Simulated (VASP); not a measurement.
**SrO: single point with r2SCAN**

Crystal: SrO.

```
Sr O
1.0
    -0.06880    2.51110    2.51110
     2.51110   -0.06880    2.51110
     2.51110    2.51110   -0.06880
Sr O
1 1
Direct
  0.00000 0.00000 0.00000
  0.50000 0.50000 0.50000
```

This cell differs from its parent crystal: strain along [111] -4.0%.

```yaml
Program: VASP 6.6.1
Task: single point
Functional: r2SCAN
Potentials_or_basis: VASP PAW PBE potentials, release 64 (Sr_sv, O)
Cutoff: 520 eV
k_mesh: 8 × 8 × 8
Occupations: gaussian, width 0.01 eV
Spin: no spin polarisation
```

The pressure is 4.7 GPa. The band gap on the k mesh is 3.66 eV, indirect (least direct gap 3.75 eV).

Stress tensor (GPa, compression positive):
```
4.73 1.36 1.36
1.36 4.73 1.36
1.36 1.36 4.73
```

Levels at points of the mesh, in eV from the valence-band top:
| k point | band 6 | band 7 | band 8 | band 9 | band 10 | band 11 |
| --- | --- | --- | --- | --- | --- | --- |
| (0.00, 0.00, 0.00) | -0.08 | -0.08 | 0.00 | 4.82 | 6.59 | 6.59 |
| (0.50, 0.00, 0.00) | -2.23 | -1.29 | -1.11 | 7.12 | 9.25 | 9.26 |
| (0.50, 0.50, 0.00) | -0.44 | -0.15 | -0.09 | 3.66 | 8.67 | 11.02 |
| (0.50, 0.50, 0.50) | -2.25 | -1.37 | -1.37 | 7.27 | 9.36 | 9.80 |

It took 2.9 min on 1 thread of Intel(R) Xeon(R) Platinum 8259CL CPU @ 2.50GHz (Skylake/Cascade Lake), on a shared host, peak memory 0.18 GiB.

Caveat: the cell differs from its parent crystal (strain along [111] -4.0%); the PAW data sets were made with another functional, which shifts forces and pressure a little. A k mesh can miss the band edges.
